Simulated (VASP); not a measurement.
# SiC (P6_3mc) in VASP: single point with PBEsol

Aim: the single point of SiC with PBEsol.

Everything below comes from runs of VASP 6.6.1. Logs are shortened: lines on timing, memory, paths and dates and some standing lists are left out, and cuts for length are marked.

**1. The cell of the first run**

It takes space group P6_3mc (No. 186, hexagonal). The conventional cell has a = 3.076 Å, b = 3.076 Å, c = 10.071 Å, α = 90.00°, β = 90.00°, γ = 120.00°. Within 2.5 Å of Si (site symmetry 3m) lie 4 C at 1.88 to 1.89 Å. Within 2.5 Å of Si (site symmetry 3m) lie 4 C at 1.88 to 1.89 Å. Within 2.5 Å of C (site symmetry 3m) lie 4 Si at 1.88 to 1.89 Å. Within 2.5 Å of C (site symmetry 3m) lie 4 Si at 1.88 to 1.89 Å.

**2. Single point, PBEsol**

The input, INCAR:

```
SYSTEM = SiC
ALGO = Normal ; EDIFF = 1E-6
ENCUT = 520 ; GGA = PS
ISIF = 2 ; ISMEAR = 0
LASPH = .TRUE. ; LCHARG = .FALSE.
LREAL = .FALSE. ; LWAVE = .FALSE.
NBANDS = 26 ; NELM = 80
PREC = Accurate ; SIGMA = 0.01
```

The input, KPOINTS:

```
k-points
0
G
  5 5 2
  0 0 0
```

The input, POSCAR:

```
SiC
1.0
    3.0756941500      0.0000000000      0.0000000000
   -1.5378470700      2.6636292700      0.0000000000
    0.0000000000      0.0000000000     10.0706464800
Si C
4 4
Direct
    0.6666666667      0.3333333333      0.9378419800
    0.3333333333      0.6666666667      0.4378419800
    0.0000000000      0.0000000000      0.6878943800
    0.0000000000      0.0000000000      0.1878943800
    0.6666666667      0.3333333333      0.7498025900
    0.3333333333      0.6666666667      0.2498025900
    0.0000000000      0.0000000000      0.5004600500
    0.0000000000      0.0000000000      0.0004600000
```

Potentials or basis: VASP PAW PBE potentials, release 64 (Si, C).

Started as:

```bash
$ cat potpaw_PBE.64/Si/POTCAR potpaw_PBE.64/C/POTCAR > POTCAR
$ mpirun -np 1 vasp_std > vasp.out
```

OUTCAR:

```text
SYSTEM = SiC
   EDIFF = 1E-6
   ENCUT = 520
   GGA = PS
   ISIF = 2
   ISMEAR = 0
   LASPH = .TRUE.
   LREAL = .FALSE.
   NELM = 80
   PREC = Accurate

 ion  position               nearest neighbor table
   1  0.667  0.333  0.938-   8 1.88   8 1.88   8 1.88   5 1.89   3 3.08   3 3.08   3 3.08   4 3.08
                             4 3.08   4 3.08
   2  0.333  0.667  0.438-   7 1.88   7 1.88   7 1.88   6 1.89   4 3.08   4 3.08   4 3.08   3 3.08
                             3 3.08   3 3.08
   3  0.000  0.000  0.688-   5 1.88   5 1.88   5 1.88   7 1.89   1 3.08   1 3.08   1 3.08   2 3.08
                             2 3.08   2 3.08
   4  0.000  0.000  0.188-   6 1.88   6 1.88   6 1.88   8 1.89   2 3.08   2 3.08   2 3.08   1 3.08
                             1 3.08   1 3.08
   5  0.667  0.333  0.750-   3 1.88   3 1.88   3 1.88   1 1.89
   6  0.333  0.667  0.250-   4 1.88   4 1.88   4 1.88   2 1.89
   7  0.000  0.000  0.500-   2 1.88   2 1.88   2 1.88   3 1.89
   8  0.000  0.000  0.000-   1 1.88   1 1.88   1 1.88   4 1.89

  LATTYP: Found a hexagonal cell.
 ALAT       =     3.0756941500
 C/A-ratio  =     3.2742678527

  Lattice vectors:

 A1 = (   3.0756941500,   0.0000000000,   0.0000000000)
 A2 = (  -1.5378470700,   2.6636292700,   0.0000000000)
 A3 = (   0.0000000000,   0.0000000000,  10.0706464800)

Analysis of symmetry for initial positions (statically):
=====================================================================
 Subroutine PRICEL returns:
 Original cell was already a primitive cell.

 Routine SETGRP: Setting up the symmetry group for a
 hexagonal supercell.

 Subroutine GETGRP returns: Found 12 space group operations
 (whereof  6 operations were pure point group operations)
 out of a pool of 24 trial point group operations.

The static configuration has the point symmetry C_3v.
 The point group associated with its full space group is C_6v.

Analysis of symmetry for dynamics (positions and initial velocities):
=====================================================================
 Subroutine PRICEL returns:
 Original cell was already a primitive cell.

 Routine SETGRP: Setting up the symmetry group for a
 hexagonal supercell.

 Subroutine GETGRP returns: Found 12 space group operations
 (whereof  6 operations were pure point group operations)
 out of a pool of 24 trial point group operations.

The dynamic configuration has the point symmetry C_3v.
 The point group associated with its full space group is C_6v.

 Subroutine INISYM returns: Found 12 space group operations
 (whereof  6 operations are pure point group operations),
 and found     1 'primitive' translations

----------------------------------------------------------------------------------------

                                     Primitive cell

  volume of cell :      82.5039

  direct lattice vectors                    reciprocal lattice vectors
     3.075694150  0.000000000  0.000000000     0.325129857  0.187713810  0.000000000
    -1.537847070  2.663629270  0.000000000     0.000000000  0.375427621  0.000000000
     0.000000000  0.000000000 10.070646480     0.000000000  0.000000000  0.099298491

  length of vectors
     3.075694150  3.075694149 10.070646480     0.375427621  0.375427621  0.099298491

  position of ions in fractional coordinates (direct lattice)
     0.666666667  0.333333333  0.937841980
     0.333333333  0.666666667  0.437841980
     0.000000000  0.000000000  0.687894380
     0.000000000  0.000000000  0.187894380
     0.666666667  0.333333333  0.749802590
     0.333333333  0.666666667  0.249802590
     0.000000000  0.000000000  0.500460050
     0.000000000  0.000000000  0.000460000

  ion indices of the primitive-cell ions
   primitive index   ion index
                 1           1
                 2           2
                 3           3
                 4           4
                 5           5
                 6           6
                 7           7
                 8           8

----------------------------------------------------------------------------------------

 KPOINTS: k-points

Automatic generation of k-mesh.
 Grid dimensions read from file:
 generate k-points for:    5    5    2

 Generating k-lattice:

  Cartesian coordinates                     Fractional coordinates (reciprocal lattice)
     0.065025971  0.037542762  0.000000000     0.200000000 -0.000000000  0.000000000
     0.000000000  0.075085524  0.000000000     0.000000000  0.200000000  0.000000000
     0.000000000  0.000000000  0.049649246     0.000000000  0.000000000  0.500000000

  Length of vectors
     0.075085524  0.075085524  0.049649246

  Shift w.r.t. Gamma in fractional coordinates (k-lattice)
     0.000000000  0.000000000  0.000000000

 Subroutine IBZKPT returns following result:
 ===========================================

 Found     10 irreducible k-points:

 Following reciprocal coordinates:
            Coordinates               Weight
  0.000000  0.000000  0.000000      1.000000
  0.200000 -0.000000  0.000000      6.000000
  0.400000  0.000000  0.000000      6.000000
  0.200000  0.200000  0.000000      6.000000
  0.400000  0.200000  0.000000      6.000000
  0.000000  0.000000  0.500000      1.000000
  0.200000 -0.000000  0.500000      6.000000
  0.400000  0.000000  0.500000      6.000000
  0.200000  0.200000  0.500000      6.000000
  0.400000  0.200000  0.500000      6.000000
   k-points           NKPTS =     10   k-points in BZ     NKDIM =     10   number of bands    NBANDS=     26
   number of dos      NEDOS =    301   number of ions     NIONS =      8
   total plane-waves  NPLWV =  46080
   dimension x,y,z NGX =    24 NGY =   24 NGZ =   80
   dimension x,y,z NGXF=    48 NGYF=   48 NGZF=  160
   ions per type =               4   4
   NGX,Y,Z   is equivalent  to a cutoff of  12.97, 12.97, 13.21 a.u.
   NGXF,Y,Z  is equivalent  to a cutoff of  25.94, 25.94, 26.41 a.u.
 SYSTEM =  SiC
   PREC   = accura    normal or accurate (medium, high low for compatibility)
   ISTART =      0    job   : 0-new  1-cont  2-samecut
   ICHARG =      2    charge: 1-file 2-atom 10-const
   ISPIN  =      1    spin polarized calculation?
   LNONCOLLINEAR =      F non collinear calculations
   LSORBIT =      F    spin-orbit coupling
   LASPH  =      T    aspherical Exc in radial PAW
   ENCUT  =  520.0 eV  38.22 Ry    6.18 a.u.   5.72  5.72 18.72*2*pi/ulx,y,z
   NELM   =     80;   NELMIN=  2; NELMDL= -5     # of ELM steps
   EDIFF  = 0.1E-05   stopping-criterion for ELM
   LREAL  =      F    real-space projection
   EDIFFG = 0.1E-04   stopping-criterion for IOM
   NSW    =      0    number of steps for IOM
   IBRION =     -1    ionic relax: 0-MD 1-quasi-New 2-CG
   NFREE  =      0    steps in history (QN), initial steepest desc. (CG)
   ISIF   =      2    stress and relaxation
   ISYM   =      2    0-nonsym 1-usesym 2-fastsym
   POTIM  = 0.5000    time-step for ionic-motion
   TEBEG  =    0.0;   TEEND  =   0.0 temperature during run
   PSTRESS=    0.0 pullay stress
   NELECT =      32.0000    total number of electrons
   NUPDOWN=      -1.0000    fix difference up-down
   EMIN   =  10.00;   EMAX   =-10.00  energy-range for DOS
   EFERMI =   0.00;   METHOD = LEGACY
   ISMEAR =     0;   SIGMA  =   0.01  broadening in eV -4-tet -1-fermi 0-gaus
   EFERMI_NEDOS =   21; number of points for ismear=-14 and -15
   IALGO  =     38    algorithm
   IMIX   =      4    mixing-type and parameters
     AMIX     =   0.40;   BMIX     =  1.00
     AMIX_MAG =   1.60;   BMIX_MAG =  1.00
  volume/ion in A,a.u.               =      10.31        69.60
  Fermi-wavevector in a.u.,A,eV,Ry     =   1.193897  2.256138 19.393597  1.425389
  Thomas-Fermi vector in A             =   2.329900
   LORBIT       =      0    0 simple, 1 ext, 2 COOP (PROOUT), +10 PAW based schemes
   GGA     = PS    functional components
   LHFCALC =     F    Hartree Fock is set to
   AEXX    =    0.0000 exact exchange contribution
   IVDW    =     0    specifies the selected vdW correction
   LEPSILON=     F    determine dielectric tensor
   LRPA    =     F    only Hartree local field effects (RPA)
 non-spin polarized calculation
 Gauss-broadening in eV      SIGMA  =   0.01
  energy-cutoff  :      520.00
  volume of cell :       82.50
 maximum number of plane-waves:      2230
 NGX is ok and might be reduce to    24
   NGX = 11   NGY = 11   NGZ = 37

 number of electron      32.0000000 magnetization

 Free energy of the ion-electron system (eV)
  ---------------------------------------------------
  ext. energy  EPLUGINS =         0.00000000
  ---------------------------------------------------
  free energy    TOTEN  =       -63.59583213 eV

  energy without entropy =      -63.59583213  energy(sigma->0) =      -63.59583213

 E-fermi :   8.2290     XC(G=0): -11.5135

 val. band max:        8.1712125557   @ k =   0.0000   0.0000   0.0000
 cond. band min:      10.6107063490   @ k =   0.4000   0.0000   0.0000
 fundamental gap:      2.4394937933
 Fermi energy:         8.2290189047

 k-point     1 :       0.0000    0.0000    0.0000
  band No.  band energies     occupation
      1      -7.3612      2.00000
      2      -6.1753      2.00000
      3      -6.1388      2.00000
      4      -3.7448      2.00000
      5      -0.5282      2.00000
      6       3.7557      2.00000
[... 18 lines left out ...]
     25      15.5068      0.00000
     26      16.1584      0.00000

 k-point     2 :       0.2000   -0.0000    0.0000
  band No.  band energies     occupation
      1      -6.6686      2.00000
      2      -5.5079      2.00000
      3      -5.4677      2.00000
      4      -3.1744      2.00000
      5       0.0952      2.00000
      6       3.5799      2.00000
[... 18 lines left out ...]
     25      16.2427      0.00000
     26      16.5787      0.00000

 k-point     3 :       0.4000    0.0000    0.0000
  band No.  band energies     occupation
      1      -4.7505      2.00000
      2      -3.7714      2.00000
      3      -3.6955      2.00000
      4      -2.2003      2.00000
      5       0.2430      2.00000
      6       0.6416      2.00000
[... 18 lines left out ...]
     25      16.8767      0.00000
     26      17.3915      0.00000

 k-point     4 :       0.2000    0.2000    0.0000
  band No.  band energies     occupation
      1      -5.3443      2.00000
      2      -4.2655      2.00000
      3      -4.2134      2.00000
      4      -2.2831      2.00000
      5       0.9737      2.00000
      6       1.9024      2.00000
[... 18 lines left out ...]
     25      16.2942      0.00000
     26      16.7961      0.00000

 k-point     5 :       0.4000    0.2000    0.0000
  band No.  band energies     occupation
      1      -3.4547      2.00000
      2      -2.9942      2.00000
      3      -2.7876      2.00000
      4      -2.2900      2.00000
      5       0.0017      2.00000
      6       0.3045      2.00000
[... 18 lines left out ...]
     25      16.5163      0.00000
     26      17.4147      0.00000

 k-point     6 :       0.0000    0.0000    0.5000
  band No.  band energies     occupation
      1      -7.0547      2.00000
      2      -7.0547      2.00000
      3      -4.7869      2.00000
      4      -4.7869      2.00000
      5       1.0073      2.00000
      6       1.0073      2.00000
[... 18 lines left out ...]
     25      15.7375      0.00000
     26      15.7376      0.00000

 k-point     7 :       0.2000   -0.0000    0.5000
  band No.  band energies     occupation
      1      -6.3673      2.00000
      2      -6.3673      2.00000
      3      -4.1584      2.00000
      4      -4.1584      2.00000
      5       1.4757      2.00000
      6       1.4757      2.00000
[... 18 lines left out ...]
     25      16.4320      0.00000
     26      16.4320      0.00000

 k-point     8 :       0.4000    0.0000    0.5000
  band No.  band energies     occupation
      1      -4.4839      2.00000
      2      -4.4839      2.00000
      3      -2.7381      2.00000
      4      -2.7381      2.00000
      5       0.3107      2.00000
      6       0.3107      2.00000
[... 18 lines left out ...]
     25      16.3331      0.00000
     26      16.3331      0.00000

 k-point     9 :       0.2000    0.2000    0.5000
  band No.  band energies     occupation
      1      -5.0597      2.00000
      2      -5.0597      2.00000
      3      -3.0569      2.00000
      4      -3.0569      2.00000
      5       1.3715      2.00000
      6       1.3715      2.00000
[... 18 lines left out ...]
     25      17.1789      0.00000
     26      17.1893      0.00000

 k-point    10 :       0.4000    0.2000    0.5000
  band No.  band energies     occupation
      1      -3.2882      2.00000
      2      -3.2882      2.00000
      3      -2.4974      2.00000
      4      -2.4974      2.00000
      5       0.4561      2.00000
      6       0.4561      2.00000
[... 18 lines left out ...]
     25      17.0287      0.00000
     26      17.0287      0.00000

------------------------ aborting loop because EDIFF is reached ----------------------------------------

  FORCE on cell =-STRESS in cart. coord.  units (eV):
  Direction    XX          YY          ZZ          XY          YZ          ZX
  --------------------------------------------------------------------------------------
  -------------------------------------------------------------------------------------
  Total        0.5301600      0.5301600      0.2587221      0.0000000      0.0000000      0.0000000
  in kB       10.2954001     10.2954001      5.0242329      0.0000000      0.0000000      0.0000000
  external PRESSURE =       8.5383444 kB  Pullay stress =       0.0000000 kB

 VOLUME and BASIS-vectors are now :
 -----------------------------------------------------------------------------
  energy-cutoff  :      520.00
  volume of cell :       82.50
      direct lattice vectors                 reciprocal lattice vectors
     3.075694150  0.000000000  0.000000000     0.325129857  0.187713810  0.000000000
    -1.537847070  2.663629270  0.000000000     0.000000000  0.375427621  0.000000000
     0.000000000  0.000000000 10.070646480     0.000000000  0.000000000  0.099298491

 POSITION                                       TOTAL-FORCE (eV/Angst)
 -----------------------------------------------------------------------------------
      1.53785      0.88788      9.44468        -0.000000     -0.000000      0.012031
      0.00000      1.77575      4.40935        -0.000000     -0.000000      0.012031
      0.00000      0.00000      6.92754         0.000000     -0.000000      0.016145
      0.00000      0.00000      1.89222        -0.000000     -0.000000      0.016145
      1.53785      0.88788      7.55100         0.000000     -0.000000     -0.014986
      0.00000      1.77575      2.51567        -0.000000      0.000000     -0.014986
      0.00000      0.00000      5.03996         0.000000     -0.000000     -0.013190
      0.00000      0.00000      0.00463        -0.000000      0.000000     -0.013190
 -----------------------------------------------------------------------------------
    total drift:                               -0.000000     -0.000000      0.000079

  FREE ENERGIE OF THE ION-ELECTRON SYSTEM (eV)
  ---------------------------------------------------
  free  energy   TOTEN  =       -63.5958321291 eV

  energy  without entropy=      -63.5958321291  energy(sigma->0) =      -63.59583213
```

It took 32 s on 1 thread of Intel Xeon 8259CL, shared host; peak memory 0.19 GiB.

Results:

* Free energy: -63.5958 eV
* Pressure: 0.9 GPa
* Largest force: 0.016 eV/Å
* Band gap on the k mesh: 2.44 eV, indirect (least direct gap 3.46 eV)

Forces in eV/Å, atoms in the order of the input:
```
Si   0.000  0.000  0.012
Si   0.000  0.000  0.012
Si   0.000  0.000  0.016
Si   0.000  0.000  0.016
C    0.000  0.000 -0.015
C    0.000  0.000 -0.015
C    0.000  0.000 -0.013
C    0.000  0.000 -0.013
```

Caveat: the k points lie up to 0.47 Å⁻¹ apart; the PAW data sets were made with another functional, which shifts forces and pressure a little.
